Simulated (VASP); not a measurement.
Set up this calculation in VASP 6.6.1, as the native input.

- Task: single point
- Functional: PBE
- Potentials or basis: VASP PAW PBE potentials, release 64 (Al, N)
- Cutoff: 520 eV
- k mesh: 6 × 6 × 6
- Occupations: gaussian, width 0.05 eV
- Spin: no spin polarisation
- Dipole correction: no
- Further INCAR settings: ALGO = Normal; EDIFF = 1e-06; NBANDS = 16

The structure of AlN lies in POSCAR:

```
AlN
1.0
    0.0000000000     -2.2015682416     -2.2015682416
   -2.2015682416      0.0000000000     -2.2015682416
    2.2015682416      2.2015682416     -4.4031364832
Al N
2 2
Direct
   -0.0144796496      0.0742139763      0.0017685100
    0.5180166697      0.4293230438      0.5017685100
    0.3570341673      0.4365081276      0.8715933375
    0.8861525077      0.8066785474      0.3715933375
```

This cell differs from its parent crystal: mode 4 frozen in at -0.205 Å and mode 10 at +0.030 Å (largest displacements).

These files were run (other wordings do the same):

INCAR

```
ALGO = Normal ; EDIFF = 1E-6
ENCUT = 520 ; GGA = PE
ISIF = 2 ; ISMEAR = 0
LASPH = T ; LCHARG = T
LELF = T ; LREAL = F
LVHAR = T ; LWAVE = F
NBANDS = 16 ; NELM = 80
PREC = Accurate ; SIGMA = 0.05
```

KPOINTS

```
k-points
0
Gamma
  6 6 6
```

Potentials or basis: VASP PAW PBE potentials, release 64 (Al, N).

Command:

```console
$ cat potpaw_PBE.64/Al/POTCAR potpaw_PBE.64/N/POTCAR > POTCAR
$ mpirun -np 1 vasp_std > vasp.out
```

Results of the run:

```yaml
Pressure: -1.4 GPa
Largest_force: 1.399 eV/Å
Band_gap_on_the_k_mesh: 3.11 eV, indirect (least direct gap 3.59 eV)
```

Caveat: the cell differs from its parent crystal (mode 4 frozen in at -0.205 Å and mode 10 at +0.030 Å (largest displacements)); forces of over 1 eV/Å act on the atoms, so gaps and moduli don't describe the material at rest.

Run time: 74 s on 1 thread of Intel(R) Xeon(R) Platinum 8259CL CPU @ 2.50GHz (Skylake/Cascade Lake) (shared host), peak memory 0.19 GiB.
